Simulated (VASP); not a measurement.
Set up this calculation in VASP 6.6.1, as the native input.

```yaml
Task: single point
Functional: PBEsol
Dispersion: D3(BJ)
Potentials_or_basis: VASP PAW PBE potentials, release 64 (Bi_d)
Cutoff: 520 eV
k_mesh: 16 × 16 × 16
Occupations: gaussian, width 0.15 eV
Spin: no spin polarisation
Dipole_correction: no
Further_INCAR_settings: ALGO = Fast; EDIFF = 1e-07; NBANDS = 14
```

The structure of Bi lies in POSCAR:

```
Bi
1.0
   -1.5903658635      2.1675264018      2.0137131183
    1.5903658635     -2.1675264018      2.0137131183
    1.5903658635      2.1675264018     -2.0137131183
Bi
1
Direct
    0.0000000000      0.0000000000      0.0000000000
```

This cell differs from its parent crystal: strain +e along x and -e along y -0.1500, strain +e along z and -e/2 along x and y +0.0467.

The input as run:

INCAR

```
PREC     = Accurate       # precision mode
ENCUT    = 520            # plane-wave cutoff, eV
EDIFF    = 1E-7           # SCF threshold, eV
ISMEAR   = 0              # smearing method
SIGMA    = 0.15           # smearing width, eV
LREAL    = F              # projectors in reciprocal space
LASPH    = T              # aspherical terms in the spheres
NELM     = 100            # most SCF steps
ALGO     = Fast           # electronic algorithm
ISIF     = 2              # what is computed and relaxed
LWAVE    = F              # write WAVECAR
LCHARG   = T              # write CHGCAR
GGA      = PS             # functional
IVDW     = 12             # dispersion correction
LELF     = T              # ELF
LVHAR    = T            
NBANDS   = 14             # bands
```

KPOINTS

```
Automatic mesh
0
Gamma
  16 16 16
```

Potentials or basis: VASP PAW PBE potentials, release 64 (Bi_d).

Launch:

```bash
$ cat potpaw_PBE.64/Bi_d/POTCAR > POTCAR
$ mpirun -np 1 vasp_std > vasp.out
```

It gave:

```json
{
  "Pressure": "4.2 GPa",
  "Band gap on the k mesh": "zero (an odd number of electrons rules out a gap without spin polarisation)",
  "Dispersion energy per atom": "-0.590 eV"
}
```

Caveat: the cell differs from its parent crystal (strain +e along x and -e along y -0.1500, strain +e along z and -e/2 along x and y +0.0467); the cell stands under pressure; the PAW data sets were made with another functional, which shifts forces and pressure a little; spin-orbit coupling is left out, which moves the levels of the heavy elements.

Run time: 7.9 min on 1 thread of Intel Xeon 8259CL, with other jobs on the host, peak memory 0.34 GiB.
